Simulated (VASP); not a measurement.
# AgCl (I4/mmm) in VASP: further runs

AgCl is run at these levels: PBE; tasks: single point.

Program: VASP 6.6.1. These are calculated values, not measurements. Logs are shortened: lines on timing, memory, paths and dates and some standing lists are left out, and cuts for length are marked.

## (1) The cell of the first run

Symmetry: I4/mmm, No. 139, tetragonal system. The conventional cell has a = 3.922 Å, b = 3.922 Å, c = 5.380 Å, α = 90.00°, β = 90.00°, γ = 90.00°. Ag (site symmetry 4/mmm) has 6 Cl at 2.69 to 2.77 Å within 3.5 Å. Within 3.5 Å of Cl (site symmetry 4/mmm) lie 6 Ag at 2.69 to 2.77 Å.

## (2) Single point, PBE (strain -0.0300 x Voigt [0, 1, 0, 0, 0, 0])

INCAR reads:

```
SYSTEM = AgCl
PREC = Accurate
ENCUT = 520
EDIFF = 1E-6
ISMEAR = 0
SIGMA = 0.05
LREAL = .False.
LASPH = .True.
NELM = 80
ALGO = Normal
ISIF = 2
LWAVE = .False.
LCHARG = .False.
GGA = PE
NBANDS = 16
```

KPOINTS reads:

```
Automatic mesh
0
Gamma
  8 8 8
  0 0 0
```

POSCAR reads:

```
AgCl
1.0
    0.0000000000      2.6899555000      2.7731500000
    2.7731500000      0.0000000000      2.7731500000
    2.7731500000      2.6899555000      0.0000000000
Ag Cl
1 1
Direct
    0.5000000000      0.5000000000      0.5000000000
    0.0000000000      0.0000000000      0.0000000000
```

Potentials or basis: VASP PAW PBE potentials, release 64 (Ag, Cl).

On the command line:

```
cat potpaw_PBE.64/Ag/POTCAR potpaw_PBE.64/Cl/POTCAR > POTCAR
mpirun -np 1 vasp_std > vasp.out
```

OUTCAR:

```text
SYSTEM = AgCl
   PREC = Accurate
   ENCUT = 520
   EDIFF = 1E-6
   ISMEAR = 0
   LREAL = .False.
   LASPH = .True.
   NELM = 80
   ISIF = 2
   GGA = PE

 ion  position               nearest neighbor table
   1  0.500  0.500  0.500-   2 2.69   2 2.69   2 2.77   2 2.77   2 2.77   2 2.77
   2  0.000  0.000  0.000-   1 2.69   1 2.69   1 2.77   1 2.77   1 2.77   1 2.77

  LATTYP: Found a body centered tetragonal cell.
 ALAT       =     3.9218263405
 C/A-ratio  =     1.3717871555

  Lattice vectors:

 A1 = (   0.0000000000,  -2.6899555000,   2.7731500000)
 A2 = (   0.0000000000,  -2.6899555000,  -2.7731500000)
 A3 = (   2.7731500000,   2.6899555000,   0.0000000000)

Analysis of symmetry for initial positions (statically):
=====================================================================
 Subroutine PRICEL returns:
 Original cell was already a primitive cell.

 Routine SETGRP: Setting up the symmetry group for a
 body centered tetragonal supercell.

 Subroutine GETGRP returns: Found 16 space group operations
 (whereof 16 operations were pure point group operations)
 out of a pool of 16 trial point group operations.

The static configuration has the point symmetry D_4h.

Analysis of symmetry for dynamics (positions and initial velocities):
=====================================================================
 Subroutine PRICEL returns:
 Original cell was already a primitive cell.

 Routine SETGRP: Setting up the symmetry group for a
 body centered tetragonal supercell.

 Subroutine GETGRP returns: Found 16 space group operations
 (whereof 16 operations were pure point group operations)
 out of a pool of 16 trial point group operations.

The dynamic configuration has the point symmetry D_4h.

 Subroutine INISYM returns: Found 16 space group operations
 (whereof 16 operations are pure point group operations),
 and found     1 'primitive' translations

----------------------------------------------------------------------------------------

                                     Primitive cell

  volume of cell :      41.3735

  direct lattice vectors                    reciprocal lattice vectors
     0.000000000  2.689955500  2.773150000    -0.180300380  0.185876681  0.180300380
     2.773150000  0.000000000  2.773150000     0.180300380 -0.185876681  0.180300380
     2.773150000  2.689955500  0.000000000     0.180300380  0.185876681 -0.180300380

  length of vectors
[... 82 lines left out ...]
   EDIFF  = 0.1E-05   stopping-criterion for ELM
   LREAL  =      F    real-space projection
   EDIFFG = 0.1E-04   stopping-criterion for IOM
   NSW    =      0    number of steps for IOM
   IBRION =     -1    ionic relax: 0-MD 1-quasi-New 2-CG
   NFREE  =      0    steps in history (QN), initial steepest desc. (CG)
   ISIF   =      2    stress and relaxation
   ISYM   =      2    0-nonsym 1-usesym 2-fastsym
   POTIM  = 0.5000    time-step for ionic-motion
   TEBEG  =    0.0;   TEEND  =   0.0 temperature during run
   PSTRESS=    0.0 pullay stress
   NELECT =      18.0000    total number of electrons
   NUPDOWN=      -1.0000    fix difference up-down
   EMIN   =  10.00;   EMAX   =-10.00  energy-range for DOS
   EFERMI =   0.00;   METHOD = LEGACY
   ISMEAR =     0;   SIGMA  =   0.05  broadening in eV -4-tet -1-fermi 0-gaus
   EFERMI_NEDOS =   21; number of points for ismear=-14 and -15
   IALGO  =     38    algorithm
   IMIX   =      4    mixing-type and parameters
     AMIX     =   0.40;   BMIX     =  1.00
     AMIX_MAG =   1.60;   BMIX_MAG =  1.00
  volume/ion in A,a.u.               =      20.69       139.60
  Fermi-wavevector in a.u.,A,eV,Ry     =   1.240486  2.344178 20.936707  1.538805
  Thomas-Fermi vector in A             =   2.374924
   LORBIT       =      0    0 simple, 1 ext, 2 COOP (PROOUT), +10 PAW based schemes
   GGA     = PE    functional components
   LHFCALC =     F    Hartree Fock is set to
   AEXX    =    0.0000 exact exchange contribution
   IVDW    =     0    specifies the selected vdW correction
   LEPSILON=     F    determine dielectric tensor
   LRPA    =     F    only Hartree local field effects (RPA)
 non-spin polarized calculation
 Gauss-broadening in eV      SIGMA  =   0.05
  energy-cutoff  :      520.00
  volume of cell :       41.37
 maximum number of plane-waves:      1128
 NGX is ok and might be reduce to    30
   NGX = 15   NGY = 15   NGZ = 15

 number of electron      18.0000006 magnetization

 Free energy of the ion-electron system (eV)
  ---------------------------------------------------
  ext. energy  EPLUGINS =         0.00000000
  ---------------------------------------------------
  free energy    TOTEN  =        -5.37292872 eV

  energy without entropy =       -5.37292872  energy(sigma->0) =       -5.37292872

 E-fermi :   4.5790     XC(G=0): -10.1246

 val. band max:        4.3077059917   @ k =   0.5000   0.0000   0.0000
 cond. band min:       5.1216999695   @ k =   0.0000   0.0000   0.0000
 fundamental gap:      0.8139939778
 Fermi energy:         4.5790134567

 k-point     1 :       0.0000    0.0000    0.0000
  band No.  band energies     occupation
      1     -11.1514      2.00000
      2       1.6145      2.00000
      3       1.6145      2.00000
      4       1.6768      2.00000
      5       1.6846      2.00000
      6       1.6882      2.00000
[... 433 lines left out ...]
      3       0.0654      2.00000
      4       0.2619      2.00000
      5       1.8241      2.00000
      6       2.0090      2.00000
[... 8 lines left out ...]
     15      18.0903      0.00000
     16      18.3690      0.00000

 [... further k-points ...]

------------------------ aborting loop because EDIFF is reached ----------------------------------------

  FORCE on cell =-STRESS in cart. coord.  units (eV):
  Direction    XX          YY          ZZ          XY          YZ          ZX
  --------------------------------------------------------------------------------------
  -------------------------------------------------------------------------------------
  Total        0.7367262      1.0103985      0.7367262      0.0000000      0.0000000      0.0000000
  in kB       28.5295462     39.1274436     28.5295462      0.0000000      0.0000000      0.0000000
  external PRESSURE =      32.0621787 kB  Pullay stress =       0.0000000 kB

 VOLUME and BASIS-vectors are now :
 -----------------------------------------------------------------------------
  energy-cutoff  :      520.00
  volume of cell :       41.37
      direct lattice vectors                 reciprocal lattice vectors
     0.000000000  2.689955500  2.773150000    -0.180300380  0.185876681  0.180300380
     2.773150000  0.000000000  2.773150000     0.180300380 -0.185876681  0.180300380
     2.773150000  2.689955500  0.000000000     0.180300380  0.185876681 -0.180300380

 POSITION                                       TOTAL-FORCE (eV/Angst)
 -----------------------------------------------------------------------------------
      2.77315      2.68996      2.77315         0.000000      0.000000      0.000000
      0.00000      0.00000      0.00000        -0.000000      0.000000     -0.000000
 -----------------------------------------------------------------------------------
    total drift:                                0.000000      0.000000      0.000000

  FREE ENERGIE OF THE ION-ELECTRON SYSTEM (eV)
  ---------------------------------------------------
  free  energy   TOTEN  =        -5.3729287156 eV

  energy  without entropy=       -5.3729287156  energy(sigma->0) =       -5.37292872
```

Wall time 22 s (1 thread of Intel Xeon Platinum 8488C (Sapphire Rapids), shared host); peak memory 0.19 GiB.

Results:

* Free energy: -5.3729 eV
* Pressure: 3.2 GPa
* Band gap on the k mesh: 0.81 eV (least direct gap 3.28 eV)

Stress tensor (GPa, compression positive):
```
2.85 0.00 0.00
0.00 3.91 0.00
0.00 0.00 2.85
```

Caveat: the cell differs from its parent crystal (strain -0.0300 x Voigt [0, 1, 0, 0, 0, 0]); the cell stands under pressure.

## (3) Single point, PBE (strain -0.0200 x Voigt [0, 1, 0, 0, 0, 0])

INCAR reads:

```
ALGO     = Normal         # electronic algorithm
EDIFF    = 1E-6           # SCF threshold, eV
ENCUT    = 520            # plane-wave cutoff, eV
GGA      = PE             # functional
ISIF     = 2              # what is computed and relaxed
ISMEAR   = 0              # smearing method
LASPH    = T              # aspherical terms in the spheres
LCHARG   = F              # write CHGCAR
LREAL    = F              # projectors in reciprocal space
LWAVE    = F              # write WAVECAR
NBANDS   = 16             # bands
NELM     = 80             # most SCF steps
PREC     = Accurate       # precision mode
SIGMA    = 0.05           # smearing width, eV
```

KPOINTS reads:

```
k-points
0
Gamma
  8 8 8
```

POSCAR reads:

```
AgCl
1.0
    0.0000000000      2.7176870000      2.7731500000
    2.7731500000      0.0000000000      2.7731500000
    2.7731500000      2.7176870000      0.0000000000
Ag Cl
1 1
Direct
    0.5000000000      0.5000000000      0.5000000000
    0.0000000000      0.0000000000      0.0000000000
```

Potentials or basis: VASP PAW PBE potentials, release 64 (Ag, Cl).

On the command line:

```
cat potpaw_PBE.64/Ag/POTCAR potpaw_PBE.64/Cl/POTCAR > POTCAR
mpirun -np 1 vasp_std > vasp.out
```

It took 20 s on 1 thread of Intel Xeon Platinum 8488C (Sapphire Rapids), shared host; peak memory 0.19 GiB.

The run converged. Its results:

| Item | Value |
| --- | --- |
| Free energy | -5.3823 eV |
| Pressure | 2.6 GPa |
| Band gap on the k mesh | 0.84 eV (least direct gap 3.25 eV) |

Stress tensor (GPa, compression positive):
```
2.36 0.00 0.00
0.00 2.99 0.00
0.00 0.00 2.36
```

Levels at points of the mesh, in eV from the valence-band top:
```csv
k point,band 6,band 7,band 8,band 9,band 10,band 11,band 12,band 13
"(0.00, 0.00, 0.00)",-2.54,-2.52,-2.45,-2.45,0.84,10.77,10.77,10.82
"(0.50, 0.00, 0.00)",-2.20,-1.88,-0.13,0.00,4.12,6.59,7.47,7.68
"(0.50, 0.50, 0.00)",-2.36,-2.08,-2.07,-1.98,2.30,7.98,8.57,11.44
"(0.50, 0.00, 0.50)",-2.33,-2.08,-2.08,-1.97,2.27,7.85,8.77,11.45
```

Caveat: the cell differs from its parent crystal (strain -0.0200 x Voigt [0, 1, 0, 0, 0, 0]).
